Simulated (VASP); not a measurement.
A run of VASP 6.6.1 is set up as follows.

INCAR

```
PREC = Accurate ; ENCUT = 520
EDIFF = 1E-6 ; ISMEAR = -1
SIGMA = 0.047 ; LREAL = False
LASPH = True ; NELM = 100
ALGO = Normal ; ISIF = 2
LWAVE = False ; LCHARG = False
GGA = PE ; NBANDS = 11
```

File KPOINTS:

```
regular mesh
0
Gamma
  2 2 2
```

Contents of POSCAR:

```
Ca
1.0
    3.4295151463      0.0000000000      0.0000000000
    0.0000000000      3.4295151463      0.0000000000
    0.0000000000      0.0000000000      3.4295151463
Ca
1
Direct
    0.0000000000      0.0000000000      0.0000000000
```

Potentials or basis: VASP PAW PBE potentials, release 64 (Ca_sv).

The run is started by

```bash
$ cat potpaw_PBE.64/Ca_sv/POTCAR > POTCAR
$ mpirun -np 1 vasp_std > vasp.out
```

(1) Predict the pressure.

(2) Estimate the band gap on the k mesh.

Answers

(1) 1.3 GPa.

(2) zero (bands 5 and 6 overlap by 1.18 eV).

Caveat: the k points lie up to 0.92 Å⁻¹ apart, too coarse for converged energies and pressures of a metal.
